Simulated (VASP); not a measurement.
# Pb: single point with PBE

Pb:

```
Pb
1.0
     2.81254    0.00000    0.00000
    -1.40627    2.43573    0.00000
     0.00000    0.00000    4.64577
Pb
2
Cartesian
  0.0000 1.6238 1.1614
  1.4063 0.8119 3.4843
```

This isn't the form of Pb at room conditions, which is fcc.

```json
{
 "Program": "VASP 6.6.1",
 "Task": "single point",
 "Functional": "PBE",
 "Potentials or basis": "VASP PAW PBE potentials, release 64 (Pb_d)",
 "Cutoff": "520 eV",
 "k mesh": "14 × 14 × 8",
 "Occupations": "fermi-dirac, width 0.05 eV",
 "Spin": "no spin polarisation"
}
```

```json
{
  "Pressure": "150.9 GPa",
  "Band gap on the k mesh": "zero (bands 14 and 15 overlap by 12.06 eV)"
}
```

Stress tensor (GPa, compression positive):
```
150.92   0.00   0.00
  0.00 150.92   0.00
  0.00   0.00 150.99
```

Levels at points of the mesh, in eV from the Fermi level:
| k point | band 11 | band 12 | band 13 | band 14 | band 15 | band 16 | band 17 | band 18 |
| --- | --- | --- | --- | --- | --- | --- | --- | --- |
| (0.00, 0.00, 0.00) | -17.66 | -9.09 | -8.94 | 8.50 | 9.75 | 9.80 | 9.80 | 10.28 |
| (0.50, 0.00, 0.00) | -10.04 | -9.71 | -3.00 | -2.72 | -1.74 | 2.23 | 2.27 | 8.32 |
| (0.00, 0.00, 0.50) | -16.14 | -16.14 | 1.67 | 1.67 | 8.65 | 8.65 | 10.83 | 10.83 |
| (0.50, 0.00, 0.50) | -8.42 | -8.42 | -7.16 | -7.16 | 5.14 | 5.14 | 5.61 | 5.61 |

Run time: 91 s on 1 thread of Intel Xeon 8259CL, with other jobs on the host, peak memory 0.2 GiB.

Caveat: the cell stands under pressure; spin-orbit coupling is left out, which moves the levels of the heavy elements.
